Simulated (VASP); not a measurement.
# Te (Fd-3m) in VASP: notebook, part 3 of 3

VASP 6.6.1.

### 5 Single point, revPBE (45.81 Å³/atom)

This run uses another cell than the first one, of 45.81 Å³/atom.

File INCAR:

```
SYSTEM = Te
ALGO = Normal ; EDIFF = 1E-6
ENCUT = 520 ; GGA = RE
ISIF = 2 ; ISMEAR = -1
LASPH = .True. ; LCHARG = .False.
LREAL = .False. ; LWAVE = .False.
NBANDS = 13 ; NELM = 100
PREC = Accurate ; SIGMA = 0.1
```

File KPOINTS:

```
k-points
0
Gamma
  9 9 9
  0 0 0
```

File POSCAR:

```
Te
1.0
    0.0000000000      3.5780850199      3.5780850199
    3.5780850199      0.0000000000      3.5780850199
    3.5780850199      3.5780850199      0.0000000000
Te
2
Direct
    0.1250000000      0.1250000000      0.1250000000
    0.8750000000      0.8750000000      0.8750000000
```

Potentials or basis: VASP PAW PBE potentials, release 64 (Te).

Started as:

```bash
$ cat potpaw_PBE.64/Te/POTCAR > POTCAR
$ mpirun -np 1 vasp_std > vasp.out
```

OUTCAR:

```text
SYSTEM = Te
   EDIFF = 1E-6
   ENCUT = 520
   GGA = RE
   ISIF = 2
   ISMEAR = -1
   LASPH = .True.
   LREAL = .False.
   NELM = 100
   PREC = Accurate

 ion  position               nearest neighbor table
   1  0.125  0.125  0.125-   2 3.10   2 3.10   2 3.10   2 3.10
   2  0.875  0.875  0.875-   1 3.10   1 3.10   1 3.10   1 3.10

  LATTYP: Found a face centered cubic cell.
 ALAT       =     7.1561700398

  Lattice vectors:

 A1 = (   0.0000000000,   3.5780850199,   3.5780850199)
 A2 = (   3.5780850199,   0.0000000000,   3.5780850199)
 A3 = (   3.5780850199,   3.5780850199,   0.0000000000)

Analysis of symmetry for initial positions (statically):
=====================================================================
 Subroutine PRICEL returns:
 Original cell was already a primitive cell.

 Routine SETGRP: Setting up the symmetry group for a
 face centered cubic supercell.

 Subroutine GETGRP returns: Found 48 space group operations
 (whereof 12 operations were pure point group operations)
 out of a pool of 48 trial point group operations.

The static configuration has the point symmetry D_3d.
 The point group associated with its full space group is O_h .

Analysis of symmetry for dynamics (positions and initial velocities):
=====================================================================
 Subroutine PRICEL returns:
 Original cell was already a primitive cell.

 Routine SETGRP: Setting up the symmetry group for a
 face centered cubic supercell.

 Subroutine GETGRP returns: Found 48 space group operations
 (whereof 12 operations were pure point group operations)
 out of a pool of 48 trial point group operations.

The dynamic configuration has the point symmetry D_3d.
 The point group associated with its full space group is O_h .

 Subroutine INISYM returns: Found 48 space group operations
 (whereof 12 operations are pure point group operations),
 and found     1 'primitive' translations

----------------------------------------------------------------------------------------

                                     Primitive cell

  volume of cell :      91.6182

  direct lattice vectors                    reciprocal lattice vectors
     0.000000000  3.578085020  3.578085020    -0.139739553  0.139739553  0.139739553
     3.578085020  0.000000000  3.578085020     0.139739553 -0.139739553  0.139739553
     3.578085020  3.578085020  0.000000000     0.139739553  0.139739553 -0.139739553

  length of vectors
     5.060176362  5.060176362  5.060176362     0.242036005  0.242036005  0.242036005

  position of ions in fractional coordinates (direct lattice)
     0.125000000  0.125000000  0.125000000
     0.875000000  0.875000000  0.875000000

  ion indices of the primitive-cell ions
   primitive index   ion index
                 1           1
                 2           2

----------------------------------------------------------------------------------------

 KPOINTS: k-points

Automatic generation of k-mesh.
 Grid dimensions read from file:
 generate k-points for:    9    9    9

 Generating k-lattice:

  Cartesian coordinates                     Fractional coordinates (reciprocal lattice)
    -0.015526617  0.015526617  0.015526617     0.111111111  0.000000000  0.000000000
     0.015526617 -0.015526617  0.015526617     0.000000000  0.111111111  0.000000000
     0.015526617  0.015526617 -0.015526617     0.000000000  0.000000000  0.111111111

  Length of vectors
     0.026892889  0.026892889  0.026892889

  Shift w.r.t. Gamma in fractional coordinates (k-lattice)
     0.000000000  0.000000000  0.000000000

 Subroutine IBZKPT returns following result:
 ===========================================

 Found     35 irreducible k-points:

 Following reciprocal coordinates:
            Coordinates               Weight
  0.000000  0.000000  0.000000      1.000000
  0.111111  0.000000  0.000000      8.000000
  0.222222  0.000000  0.000000      8.000000
  0.333333  0.000000  0.000000      8.000000
  0.444444  0.000000  0.000000      8.000000
  0.111111  0.111111  0.000000      6.000000
[... 16 lines left out ...]
 -0.333333  0.333333  0.000000     12.000000
  0.444444  0.444444  0.000000      6.000000
 [... further k-points ...]
   k-points           NKPTS =     35   k-points in BZ     NKDIM =     35   number of bands    NBANDS=     13
   number of dos      NEDOS =    301   number of ions     NIONS =      2
   total plane-waves  NPLWV =  64000
   dimension x,y,z NGX =    40 NGY =   40 NGZ =   40
   dimension x,y,z NGXF=    80 NGYF=   80 NGZF=   80
   ions per type =               2
   NGX,Y,Z   is equivalent  to a cutoff of  13.14, 13.14, 13.14 a.u.
   NGXF,Y,Z  is equivalent  to a cutoff of  26.28, 26.28, 26.28 a.u.
 SYSTEM =  Te
   PREC   = accura    normal or accurate (medium, high low for compatibility)
   ISTART =      0    job   : 0-new  1-cont  2-samecut
   ICHARG =      2    charge: 1-file 2-atom 10-const
   ISPIN  =      1    spin polarized calculation?
   LNONCOLLINEAR =      F non collinear calculations
   LSORBIT =      F    spin-orbit coupling
   LASPH  =      T    aspherical Exc in radial PAW
   ENCUT  =  520.0 eV  38.22 Ry    6.18 a.u.   9.41  9.41  9.41*2*pi/ulx,y,z
   NELM   =    100;   NELMIN=  2; NELMDL= -5     # of ELM steps
   EDIFF  = 0.1E-05   stopping-criterion for ELM
   LREAL  =      F    real-space projection
   EDIFFG = 0.1E-04   stopping-criterion for IOM
   NSW    =      0    number of steps for IOM
   IBRION =     -1    ionic relax: 0-MD 1-quasi-New 2-CG
   NFREE  =      0    steps in history (QN), initial steepest desc. (CG)
   ISIF   =      2    stress and relaxation
   ISYM   =      2    0-nonsym 1-usesym 2-fastsym
   POTIM  = 0.5000    time-step for ionic-motion
   TEBEG  =    0.0;   TEEND  =   0.0 temperature during run
   PSTRESS=    0.0 pullay stress
   NELECT =      12.0000    total number of electrons
   NUPDOWN=      -1.0000    fix difference up-down
   EMIN   =  10.00;   EMAX   =-10.00  energy-range for DOS
   EFERMI =   0.00;   METHOD = LEGACY
   ISMEAR =    -1;   SIGMA  =   0.10  broadening in eV -4-tet -1-fermi 0-gaus
   EFERMI_NEDOS =   21; number of points for ismear=-14 and -15
   IALGO  =     38    algorithm
   IMIX   =      4    mixing-type and parameters
     AMIX     =   0.40;   BMIX     =  1.00
     AMIX_MAG =   1.60;   BMIX_MAG =  1.00
  volume/ion in A,a.u.               =      45.81       309.14
  Fermi-wavevector in a.u.,A,eV,Ry     =   0.831396  1.571111  9.404609  0.691219
  Thomas-Fermi vector in A             =   1.944276
   LORBIT       =      0    0 simple, 1 ext, 2 COOP (PROOUT), +10 PAW based schemes
   GGA     = RE    functional components
   LHFCALC =     F    Hartree Fock is set to
   AEXX    =    0.0000 exact exchange contribution
   IVDW    =     0    specifies the selected vdW correction
   LEPSILON=     F    determine dielectric tensor
   LRPA    =     F    only Hartree local field effects (RPA)
 non-spin polarized calculation
  energy-cutoff  :      520.00
  volume of cell :       91.62
 maximum number of plane-waves:      2499
 NGX is ok and might be reduce to    40
   NGX = 19   NGY = 19   NGZ = 19

 number of electron      12.0000000 magnetization

 Free energy of the ion-electron system (eV)
  ---------------------------------------------------
  ext. energy  EPLUGINS =         0.00000000
  ---------------------------------------------------
  free energy    TOTEN  =        -4.93253398 eV

  energy without entropy =       -4.86445117  energy(sigma->0) =       -4.89849258

 E-fermi :   3.4444     XC(G=0):  -7.4177

 val. band max:        3.4306545358   @ k =   0.2222   0.0000   0.0000
 cond. band min:       3.4570224169   @ k =   0.2222   0.1111   0.0000
 fundamental gap:      0.0263678811
 Fermi energy:         3.4443691448

 k-point     1 :       0.0000    0.0000    0.0000
  band No.  band energies     occupation
      1      -9.5144      2.00000
      2      -5.2079      2.00000
      3       0.4385      2.00000
      4       0.4385      2.00000
      5       0.4385      2.00000
      6       2.7617      1.99783
      7       2.7617      1.99783
      8       2.7617      1.99783
      9       7.3757      0.00000
     10       9.4026      0.00000
     11       9.4026      0.00000
     12      11.0057      0.00000
     13      11.0057      0.00000
[... 353 lines left out ...]
 k-point    24 :       0.4444    0.4444    0.0000
  band No.  band energies     occupation
      1      -8.1662      2.00000
      2      -7.4874      2.00000
      3      -0.7492      2.00000
      4      -0.7492      2.00000
      5       1.8089      2.00000
      6       1.9098      2.00000
      7       5.2752      0.00000
      8       5.2752      0.00000
      9       8.2358      0.00000
     10       9.2049      0.00000
     11      11.2185      0.00000
     12      11.2185      0.00000
     13      11.3955      0.00000

 [... further k-points ...]
[... 5 lines left out ...]
  --------------------------------------------------------------------------------------
  -------------------------------------------------------------------------------------
  Total        0.6041876      0.6041876      0.6041876      0.0000000     -0.0000000      0.0000000
  in kB       10.5657519     10.5657519     10.5657519      0.0000000     -0.0000000      0.0000000
  external PRESSURE =      10.5657519 kB  Pullay stress =       0.0000000 kB

 VOLUME and BASIS-vectors are now :
 -----------------------------------------------------------------------------
  energy-cutoff  :      520.00
  volume of cell :       91.62
      direct lattice vectors                 reciprocal lattice vectors
     0.000000000  3.578085020  3.578085020    -0.139739553  0.139739553  0.139739553
     3.578085020  0.000000000  3.578085020     0.139739553 -0.139739553  0.139739553
     3.578085020  3.578085020  0.000000000     0.139739553  0.139739553 -0.139739553

 POSITION                                       TOTAL-FORCE (eV/Angst)
 -----------------------------------------------------------------------------------
      0.89452      0.89452      0.89452         0.000000      0.000000      0.000000
      6.26165      6.26165      6.26165        -0.000000     -0.000000     -0.000000
 -----------------------------------------------------------------------------------
    total drift:                                0.000000      0.000000     -0.000000

  FREE ENERGIE OF THE ION-ELECTRON SYSTEM (eV)
  ---------------------------------------------------
  free  energy   TOTEN  =        -4.9325339838 eV

  energy  without entropy=       -4.8644511670  energy(sigma->0) =       -4.89849258
```

stdout:

```text
POSCAR found type information on POSCAR Te
 POSCAR found :  1 types and       2 ions
 scaLAPACK will be used
 -----------------------------------------------------------------------------
|                                                                             |
|                                                                             |
|     You enforced a specific xc type in the INCAR file but a different       |
|     I HOPE YOU KNOW WHAT YOU ARE DOING!                                     |
|                                                                             |
 -----------------------------------------------------------------------------

 LDA part: xc-table for (Slater+PW92), standard interpolation
 POSCAR, INCAR and KPOINTS ok, starting setup
 FFT: planning ... GRIDC
 FFT: planning ... GRID_SOFT
 FFT: planning ... GRID
 WAVECAR not read
 entering main loop
```

Run time: 61 s. Hardware: 1 thread of Intel Xeon 8259CL, shared host; peak memory 0.24 GiB.

What came out:

```yaml
Free_energy: -4.9325 eV
Pressure: 1.1 GPa
Band_gap_on_the_k_mesh: zero (bands 6 and 7 overlap by 0.91 eV)
```

Levels at points of the mesh, in eV from the Fermi level:
```csv
k point,band 4,band 5,band 6,band 7,band 8,band 9
"(0.00, 0.00, 0.00)",-3.01,-3.01,-0.68,-0.68,-0.68,3.93
```

Caveat: the PAW data sets were made with another functional, which shifts forces and pressure a little; spin-orbit coupling is left out, which moves the levels of the heavy elements.

### 6 Overview

| cell | k mesh | gap on the mesh (eV) | pressure (GPa) |
| --- | --- | --- | --- |
| a = 5.130 Å, angles 60.0°, 2 atoms | 8 × 8 × 8 | none | 0.0 |
| a = 4.916 Å, angles 60.0°, 2 atoms | 9 × 9 × 9 | none | 4.1 |
| a = 4.989 Å, angles 60.0°, 2 atoms | 9 × 9 × 9 | none | 2.4 |
| a = 5.060 Å, angles 60.0°, 2 atoms | 9 × 9 × 9 | none | 1.1 |

Alike in all rows: task single point; level revPBE; potentials or basis VASP PAW PBE potentials, release 64 (Te); no spin polarisation; cutoff (eV) 520; smearing fermi-dirac 0.1 eV.

Caveats: the PAW data sets were made with another functional, which shifts forces and pressure a little; spin-orbit coupling is left out, which moves the levels of the heavy elements; the cell stands under pressure (at least some runs).

Total energies depend on the potentials used, so only differences within one code and one set of settings carry meaning.
